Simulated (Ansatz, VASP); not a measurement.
**One calculation of C, two programs**

```
C
1.0
     1.31554   -2.27812    0.00000
     1.31554    2.27812    0.00000
     0.00000    0.00000    7.37782
C
4
Direct
  0.08332 0.91668 0.74984
  0.58332 0.41668 0.25016
  0.91668 0.08332 0.25016
  0.41668 0.58332 0.74984
```

Change from the starting cell: normal strain along x +0.0700, normal strain along y +0.0700.

Alike in both runs: task single point; functional PBEsol; k mesh 18 × 18 × 6; occupations gaussian, width 0.15 eV; no spin polarisation.

|  | VASP | Ansatz |
| --- | --- | --- |
| version | VASP 6.6.1 | Ansatz 0.2.0 |
| potentials or method | VASP PAW PBE potentials, release 64 (C), cutoff 520 eV | scalar-relativistic, plane waves, PAW |
| valence electrons in the cell | 16 | 16 |

```tsv
	VASP	Ansatz	Ansatz less VASP
gap on the k mesh at the Fermi level (eV)	none	none	-
pressure (GPa)	-38.0	-38.4	-0.40
traceless stress, the component that is largest in VASP (GPa)	38.02	38.47	+0.450
```

VASP's potentials were made for PBE, not for PBEsol, and Ansatz warns of the same on its side. A gap of «none» marks a metal or a gap that the smearing closes. Both programs put the cell under strong tension, so it lies far from rest at this level.

Noted on VASP's run: the cell as given lies far from equilibrium.
